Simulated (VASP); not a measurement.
# CoO (R3m) in VASP: notebook

CoO is run at these levels: PBE; tasks: single point.

Everything below comes from runs of VASP 6.6.1. Logs are shortened: lines on timing, memory, paths and dates and some standing lists are left out, and cuts for length are marked.

### 1 The cell of the first run

Symmetry: R3m, No. 160, trigonal system. Conventional cell: a = 3.204 Å, b = 3.204 Å, c = 7.699 Å, α = 90.00°, β = 90.00°, γ = 120.00°. Within 2.5 Å of Co (site symmetry 3m) lie 4 O at 1.91 to 1.96 Å. O (site symmetry 3m) has 4 Co at 1.91 to 1.96 Å within 2.5 Å.

### 2 Single point, PBE, collinear spin, ferromagnetic start

Contents of INCAR:

```
PREC = Accurate
ENCUT = 600
EDIFF = 1E-6
ISMEAR = -1
SIGMA = 0.05
LREAL = False
LASPH = True
NELM = 200
ALGO = Normal
ISIF = 2
LWAVE = False
LCHARG = False
ISPIN = 2
MAGMOM = 3 0
LORBIT = 11
NUPDOWN = 3.0
LMAXMIX = 4
GGA = PE
NBANDS = 22
GGA_COMPAT = False
```

Contents of KPOINTS:

```
regular mesh
0
Gamma
  9 9 9
```

Contents of POSCAR:

```
CoO
1.0
    1.6022198417      0.9250420569      2.5664708903
   -1.6022198417      0.9250420569      2.5664708903
    0.0000000000     -1.8500841138      2.5664708903
Co O
1 1
Direct
    0.9989783200      0.9989783200      0.9989783200
    0.7510210300      0.7510210300      0.7510210300
```

Potentials or basis: VASP PAW PBE potentials, release 64 (Co_sv, O).

Launch:

```console
$ cat potpaw_PBE.64/Co_sv/POTCAR potpaw_PBE.64/O/POTCAR > POTCAR
$ mpirun -np 1 vasp_std > vasp.out
```

OUTCAR:

```text
PREC = Accurate
   ENCUT = 600
   EDIFF = 1E-6
   ISMEAR = -1
   LREAL = False
   LASPH = True
   NELM = 200
   ISIF = 2
   ISPIN = 2
   LORBIT = 11
   NUPDOWN = 3.0
   GGA = PE

 ion  position               nearest neighbor table
   1  0.999  0.999  0.999-   2 1.91   2 1.96   2 1.96   2 1.96
   2  0.751  0.751  0.751-   1 1.91   1 1.96   1 1.96   1 1.96

  LATTYP: Found a trigonal (rhomboedric) cell.
 ALAT       =     3.1637926700
 COS(alpha) =     0.4870699110

  Lattice vectors:

 A1 = (   1.6022198417,   0.9250420569,   2.5664708903)
 A2 = (  -1.6022198417,   0.9250420569,   2.5664708903)
 A3 = (   0.0000000000,  -1.8500841138,   2.5664708903)

Analysis of symmetry for initial positions (statically):
=====================================================================
 Subroutine PRICEL returns:
 Original cell was already a primitive cell.

 Routine SETGRP: Setting up the symmetry group for a
 trigonal (rhombohedral) supercell.

 Subroutine GETGRP returns: Found  6 space group operations
 (whereof  6 operations were pure point group operations)
 out of a pool of 12 trial point group operations.

The static configuration has the point symmetry C_3v.

Analysis of symmetry for dynamics (positions and initial velocities):
=====================================================================
 Subroutine PRICEL returns:
 Original cell was already a primitive cell.

 Routine SETGRP: Setting up the symmetry group for a
 trigonal (rhombohedral) supercell.

 Subroutine GETGRP returns: Found  6 space group operations
 (whereof  6 operations were pure point group operations)
 out of a pool of 12 trial point group operations.

The dynamic configuration has the point symmetry C_3v.

Analysis of structural, dynamic, and magnetic symmetry:
=====================================================================
 Subroutine PRICEL returns:
 Original cell was already a primitive cell.

 Routine SETGRP: Setting up the symmetry group for a
 trigonal (rhombohedral) supercell.

 Subroutine GETGRP returns: Found  6 space group operations
 (whereof  6 operations were pure point group operations)
 out of a pool of 12 trial point group operations.

The overall configuration has the point symmetry C_3v.

 Subroutine INISYM returns: Found  6 space group operations
 (whereof  6 operations are pure point group operations),
 and found     1 'primitive' translations

----------------------------------------------------------------------------------------

                                     Primitive cell

  volume of cell :      22.8229

  direct lattice vectors                    reciprocal lattice vectors
     1.602219842  0.925042057  2.566470890     0.312067038  0.180171988  0.129880037
    -1.602219842  0.925042057  2.566470890    -0.312067038  0.180171988  0.129880037
     0.000000000 -1.850084114  2.566470890     0.000000000 -0.360343977  0.129880037

  length of vectors
     3.163792670  3.163792670  3.163792670     0.383036037  0.383036037  0.383036037

  position of ions in fractional coordinates (direct lattice)
     0.998978320  0.998978320  0.998978320
     0.751021030  0.751021030  0.751021030

  ion indices of the primitive-cell ions
   primitive index   ion index
                 1           1
                 2           2

----------------------------------------------------------------------------------------

 KPOINTS: regular mesh

Automatic generation of k-mesh.
 Grid dimensions read from file:
 generate k-points for:    9    9    9

 Generating k-lattice:

  Cartesian coordinates                     Fractional coordinates (reciprocal lattice)
     0.034674115  0.020019110  0.014431115     0.111111111  0.000000000  0.000000000
    -0.034674115  0.020019110  0.014431115     0.000000000  0.111111111  0.000000000
     0.000000000 -0.040038220  0.014431115     0.000000000  0.000000000  0.111111111

  Length of vectors
     0.042559560  0.042559560  0.042559560

  Shift w.r.t. Gamma in fractional coordinates (k-lattice)
     0.000000000  0.000000000  0.000000000

 Subroutine IBZKPT returns following result:
 ===========================================

 Found     85 irreducible k-points:

 Following reciprocal coordinates:
            Coordinates               Weight
  0.000000  0.000000  0.000000      1.000000
  0.111111  0.000000 -0.000000      6.000000
  0.222222 -0.000000 -0.000000      6.000000
  0.333333  0.000000  0.000000      6.000000
  0.444444 -0.000000 -0.000000      6.000000
  0.111111  0.111111 -0.000000      6.000000
[... 16 lines left out ...]
 -0.333333  0.333333  0.000000      6.000000
  0.444444  0.444444 -0.000000      6.000000
 [... further k-points ...]
   k-points           NKPTS =     85   k-points in BZ     NKDIM =     85   number of bands    NBANDS=     22
   number of dos      NEDOS =    301   number of ions     NIONS =      2
   total plane-waves  NPLWV =  21952
   dimension x,y,z NGX =    28 NGY =   28 NGZ =   28
   dimension x,y,z NGXF=    56 NGYF=   56 NGZF=   56
   ions per type =               1   1
   NGX,Y,Z   is equivalent  to a cutoff of  14.71, 14.71, 14.71 a.u.
   NGXF,Y,Z  is equivalent  to a cutoff of  29.43, 29.43, 29.43 a.u.
 SYSTEM =  unknown system
   PREC   = accura    normal or accurate (medium, high low for compatibility)
   ISTART =      0    job   : 0-new  1-cont  2-samecut
   ICHARG =      2    charge: 1-file 2-atom 10-const
   ISPIN  =      2    spin polarized calculation?
   LNONCOLLINEAR =      F non collinear calculations
   LSORBIT =      F    spin-orbit coupling
   LASPH  =      T    aspherical Exc in radial PAW
   ENCUT  =  600.0 eV  44.10 Ry    6.64 a.u.   6.32  6.32  6.32*2*pi/ulx,y,z
   NELM   =    200;   NELMIN=  2; NELMDL= -5     # of ELM steps
   EDIFF  = 0.1E-05   stopping-criterion for ELM
   LREAL  =      F    real-space projection
[... 7 lines left out ...]
   TEBEG  =    0.0;   TEEND  =   0.0 temperature during run
   PSTRESS=    0.0 pullay stress
   NELECT =      23.0000    total number of electrons
   NUPDOWN=       3.0000    fix difference up-down
   EMIN   =  10.00;   EMAX   =-10.00  energy-range for DOS
   EFERMI =   0.00;   METHOD = LEGACY
   ISMEAR =    -1;   SIGMA  =   0.05  broadening in eV -4-tet -1-fermi 0-gaus
   EFERMI_NEDOS =   21; number of points for ismear=-14 and -15
   IALGO  =     38    algorithm
   IMIX   =      4    mixing-type and parameters
     AMIX     =   0.40;   BMIX     =  1.00
     AMIX_MAG =   1.60;   BMIX_MAG =  1.00
  volume/ion in A,a.u.               =      11.41        77.01
  Fermi-wavevector in a.u.,A,eV,Ry     =   1.641322  3.101648 36.653238  2.693937
  Thomas-Fermi vector in A             =   2.731812
   LORBIT       =     11    0 simple, 1 ext, 2 COOP (PROOUT), +10 PAW based schemes
   GGA     = PE    functional components
   LHFCALC =     F    Hartree Fock is set to
   AEXX    =    0.0000 exact exchange contribution
   IVDW    =     0    specifies the selected vdW correction
   LEPSILON=     F    determine dielectric tensor
   LRPA    =     F    only Hartree local field effects (RPA)
 spin polarized calculation
  energy-cutoff  :      600.00
  volume of cell :       22.82
 maximum number of plane-waves:       775
 NGX is ok and might be reduce to    28
   NGX = 13   NGY = 13   NGZ = 13

 number of electron      23.0000013 magnetization       3.0000003

 Free energy of the ion-electron system (eV)
  ---------------------------------------------------
  ext. energy  EPLUGINS =         0.00000000
  ---------------------------------------------------
  free energy    TOTEN  =       -13.43233227 eV

  energy without entropy =      -13.42058157  energy(sigma->0) =      -13.42645692

 E-fermi :   6.8145     XC(G=0): -11.4613

 val. band max:        7.2285578891   @ k =   0.0000   0.0000   0.0000
 cond. band min:       6.8459086984   @ k =  -0.3333  -0.4444   0.2222
 fundamental gap:     -0.3826491907
 Fermi energy:         7.2589974454

 spin component 1

 k-point     1 :       0.0000    0.0000    0.0000
  band No.  band energies     occupation
      1     -89.8424      1.00000
      2     -53.1210      1.00000
      3     -53.0837      1.00000
      4     -53.0837      1.00000
      5     -13.1591      1.00000
      6       0.6237      1.00000
[... 14 lines left out ...]
     21      27.3979      0.00000
     22      29.5196      0.00000

 k-point     2 :       0.1111    0.0000   -0.0000
  band No.  band energies     occupation
      1     -89.8423      1.00000
      2     -53.1215      1.00000
      3     -53.0867      1.00000
      4     -53.0844      1.00000
      5     -13.0888      1.00000
      6       0.5006      1.00000
[... 542 lines left out ...]
 k-point    24 :       0.4444    0.4444   -0.0000
  band No.  band energies     occupation
      1     -89.8404      1.00000
      2     -53.1353      1.00000
      3     -53.0975      1.00000
      4     -53.0930      1.00000
      5     -12.3649      1.00000
      6      -0.2871      1.00000
[... 14 lines left out ...]
     21      35.1247      0.00000
     22      35.2172      0.00000

 [... further k-points ...]

 spin component 2

 k-point     1 :       0.0000    0.0000    0.0000
  band No.  band energies     occupation
      1     -86.8145      1.00000
      2     -50.1504      1.00000
      3     -50.1404      1.00000
      4     -50.1404      1.00000
      5     -12.5470      1.00000
      6       1.9437      1.00000
[... 14 lines left out ...]
     21      27.8983      0.00000
     22      29.9949      0.00000

 k-point     2 :       0.1111    0.0000   -0.0000
  band No.  band energies     occupation
      1     -86.8143      1.00000
      2     -50.1513      1.00000
      3     -50.1437      1.00000
      4     -50.1412      1.00000
      5     -12.4726      1.00000
      6       1.7100      1.00000
[... 542 lines left out ...]
 k-point    24 :       0.4444    0.4444   -0.0000
  band No.  band energies     occupation
      1     -86.8122      1.00000
      2     -50.1706      1.00000
      3     -50.1537      1.00000
      4     -50.1511      1.00000
      5     -11.6987      1.00000
      6       0.3870      1.00000
[... 14 lines left out ...]
     21      35.6505      0.00000
     22      35.7593      0.00000

 [... further k-points ...]

------------------------ aborting loop because EDIFF is reached ----------------------------------------

  FORCE on cell =-STRESS in cart. coord.  units (eV):
  Direction    XX          YY          ZZ          XY          YZ          ZX
  --------------------------------------------------------------------------------------
  -------------------------------------------------------------------------------------
  Total       -0.2538443     -0.2538443      0.6128359      0.0000000      0.0000000      0.0000000
  in kB      -17.8199606    -17.8199606     43.0213055      0.0000000      0.0000000      0.0000000
  external PRESSURE =       2.4604615 kB  Pullay stress =       0.0000000 kB

 VOLUME and BASIS-vectors are now :
 -----------------------------------------------------------------------------
  energy-cutoff  :      600.00
  volume of cell :       22.82
      direct lattice vectors                 reciprocal lattice vectors
     1.602219842  0.925042057  2.566470890     0.312067038  0.180171988  0.129880037
    -1.602219842  0.925042057  2.566470890    -0.312067038  0.180171988  0.129880037
     0.000000000 -1.850084114  2.566470890     0.000000000 -0.360343977  0.129880037

 POSITION                                       TOTAL-FORCE (eV/Angst)
 -----------------------------------------------------------------------------------
      0.00000      0.00000      7.69155         0.000000      0.000000      0.304249
      0.00000      0.00000      5.78242         0.000000     -0.000000     -0.304249
 -----------------------------------------------------------------------------------
    total drift:                               -0.000000      0.000000      0.001055

  FREE ENERGIE OF THE ION-ELECTRON SYSTEM (eV)
  ---------------------------------------------------
  free  energy   TOTEN  =       -13.4323322693 eV

  energy  without entropy=      -13.4205815746  energy(sigma->0) =      -13.42645692

 total charge

# of ion       s       p       d       tot
------------------------------------------
    1        2.167   6.091   6.668  14.926
    2        1.547   3.455   0.000   5.003
--------------------------------------------------
tot          3.715   9.546   6.668  19.929

 magnetization (x)

# of ion       s       p       d       tot
------------------------------------------
    1        0.013   0.024   2.450   2.487
    2        0.022   0.328   0.000   0.350
--------------------------------------------------
tot          0.036   0.352   2.450   2.837
```

Run time: 53 s. Hardware: 1 thread of Intel Xeon 6975P-C (Granite Rapids), shared host; peak memory 0.22 GiB.

Results:

| Quantity | Value |
| --- | --- |
| Free energy | -13.4323 eV |
| Pressure | 0.2 GPa |
| Largest force | 0.304 eV/Å |
| Net moment | 3.00 μB per cell |
| Site moments | Co +2.49; O +0.35 μB |
| Valence electrons inside the program's atomic spheres | Co 14.93; O 5.00 |

Forces in eV/Å, atoms in the order of the input:
```
Co   0.000  0.000  0.304
O    0.000  0.000 -0.304
```

Caveat: the total moment is fixed, so each spin has its own Fermi level; a cell with one magnetic atom can't hold antiferromagnetic order, which such compounds often take.

### 3 Single point, PBE, collinear spin, ferromagnetic start

Contents of INCAR:

```
ALGO = Normal
EDIFF = 1E-6
ENCUT = 600
GGA = PE
GGA_COMPAT = F
ISIF = 2
ISMEAR = -1
ISPIN = 2
LASPH = T
LCHARG = F
LMAXMIX = 4
LORBIT = 11
LREAL = F
LWAVE = F
MAGMOM = 1.5 0
NBANDS = 22
NELM = 200
NUPDOWN = 1.5
PREC = Accurate
SIGMA = 0.05
```

Contents of KPOINTS:

```
k-points
0
Gamma
  9 9 9
```

POSCAR is that of step 2.

Potentials or basis: VASP PAW PBE potentials, release 64 (Co_sv, O).

Launch:

```console
$ cat potpaw_PBE.64/Co_sv/POTCAR potpaw_PBE.64/O/POTCAR > POTCAR
$ mpirun -np 1 vasp_std > vasp.out
```

OUTCAR:

```text
EDIFF = 1E-6
   ENCUT = 600
   GGA = PE
   ISIF = 2
   ISMEAR = -1
   ISPIN = 2
   LASPH = T
   LORBIT = 11
   LREAL = F
   NELM = 200
   NUPDOWN = 1.5
   PREC = Accurate

 ion  position               nearest neighbor table
   1  0.999  0.999  0.999-   2 1.91   2 1.96   2 1.96   2 1.96
   2  0.751  0.751  0.751-   1 1.91   1 1.96   1 1.96   1 1.96

  LATTYP: Found a trigonal (rhomboedric) cell.
 ALAT       =     3.1637926700
 COS(alpha) =     0.4870699110

  Lattice vectors:

[... 1414 lines left out ...]
  in kB     -136.2904980   -136.2904980   -103.0962627      0.0000000      0.0000000     -0.0000000
  external PRESSURE =    -125.2257529 kB  Pullay stress =       0.0000000 kB

 VOLUME and BASIS-vectors are now :
 -----------------------------------------------------------------------------
  energy-cutoff  :      600.00
  volume of cell :       22.82
      direct lattice vectors                 reciprocal lattice vectors
     1.602219842  0.925042057  2.566470890     0.312067038  0.180171988  0.129880037
    -1.602219842  0.925042057  2.566470890    -0.312067038  0.180171988  0.129880037
     0.000000000 -1.850084114  2.566470890     0.000000000 -0.360343977  0.129880037

 POSITION                                       TOTAL-FORCE (eV/Angst)
 -----------------------------------------------------------------------------------
      0.00000      0.00000      7.69155         0.000000     -0.000000      0.225099
      0.00000      0.00000      5.78242         0.000000      0.000000     -0.225099
 -----------------------------------------------------------------------------------
    total drift:                               -0.000000      0.000000      0.000906

  FREE ENERGIE OF THE ION-ELECTRON SYSTEM (eV)
  ---------------------------------------------------
  free  energy   TOTEN  =       -13.2957866694 eV

  energy  without entropy=      -13.2771431795  energy(sigma->0) =      -13.28646492

 total charge

# of ion       s       p       d       tot
------------------------------------------
    1        2.161   6.082   6.723  14.966
    2        1.553   3.404   0.000   4.956
--------------------------------------------------
tot          3.714   9.486   6.723  19.922

 magnetization (x)

# of ion       s       p       d       tot
------------------------------------------
    1        0.005   0.011   1.352   1.368
    2        0.013   0.072   0.000   0.085
--------------------------------------------------
tot          0.018   0.083   1.352   1.453
```

OSZICAR:

```text
N       E                     dE             d eps       ncg     rms          rms(c)
DAV:   1     0.248606537987E+03    0.24861E+03   -0.13652E+04  9944   0.244E+03
DAV:   2    -0.499859035085E+01   -0.25361E+03   -0.24171E+03 11262   0.674E+02
DAV:   3    -0.158567701088E+02   -0.10858E+02   -0.10781E+02 10472   0.113E+02
DAV:   4    -0.159827422994E+02   -0.12597E+00   -0.12592E+00  8620   0.110E+01
DAV:   5    -0.159880969224E+02   -0.53546E-02   -0.53545E-02 10964   0.254E+00    0.163E+01
DAV:   6    -0.167318470182E+02   -0.74375E+00   -0.34995E+01 11040   0.103E+02    0.309E+01
DAV:   7    -0.132908393613E+02    0.34410E+01   -0.12498E+01  9522   0.777E+01    0.657E+00
DAV:   8    -0.133011687554E+02   -0.10329E-01   -0.43215E-01  9146   0.578E+00    0.367E+00
DAV:   9    -0.132956854455E+02    0.54833E-02   -0.33387E-02 13050   0.226E+00    0.116E+00
DAV:  10    -0.132955396761E+02    0.14577E-03   -0.91557E-03 10610   0.119E+00    0.343E-01
DAV:  11    -0.132957418508E+02   -0.20217E-03   -0.18857E-03 11556   0.604E-01    0.818E-02
DAV:  12    -0.132957665933E+02   -0.24742E-04   -0.10630E-04  9162   0.109E-01    0.378E-02
DAV:  13    -0.132957837188E+02   -0.17126E-04   -0.41731E-05  9188   0.884E-02    0.164E-02
DAV:  14    -0.132957857796E+02   -0.20608E-05   -0.49922E-06  9996   0.380E-02    0.614E-03
DAV:  15    -0.132957866694E+02   -0.88973E-06   -0.13459E-06  8618   0.209E-02
   1 F= -.13295787E+02 E0= -.13286465E+02  d E =-.186435E-01  mag=     1.5000
```

stdout:

```text
POSCAR found type information on POSCAR CoO
 POSCAR found :  2 types and       2 ions
 scaLAPACK will be used
 LDA part: xc-table for (Slater+PW92), standard interpolation
 POSCAR, INCAR and KPOINTS ok, starting setup
 FFT: planning ... GRIDC
 FFT: planning ... GRID_SOFT
 FFT: planning ... GRID
 WAVECAR not read
 entering main loop
```

It took 2.5 min on 1 thread of AMD EPYC 7R43 (Zen 3), shared host; peak memory 0.18 GiB.

What came out:

- Free energy: -13.2958 eV
- Pressure: -12.5 GPa
- Largest force: 0.225 eV/Å
- Net moment: 1.50 μB per cell
- Site moments: Co +1.37; O +0.09 μB
- Valence electrons inside the program's atomic spheres: Co 14.97; O 4.96

Forces on the atoms (eV/Å):
```
Co   0.000  0.000  0.225
O    0.000  0.000 -0.225
```

Caveat: the cell stands under tension; the total moment is fixed, so each spin has its own Fermi level; a cell with one magnetic atom can't hold antiferromagnetic order, which such compounds often take.
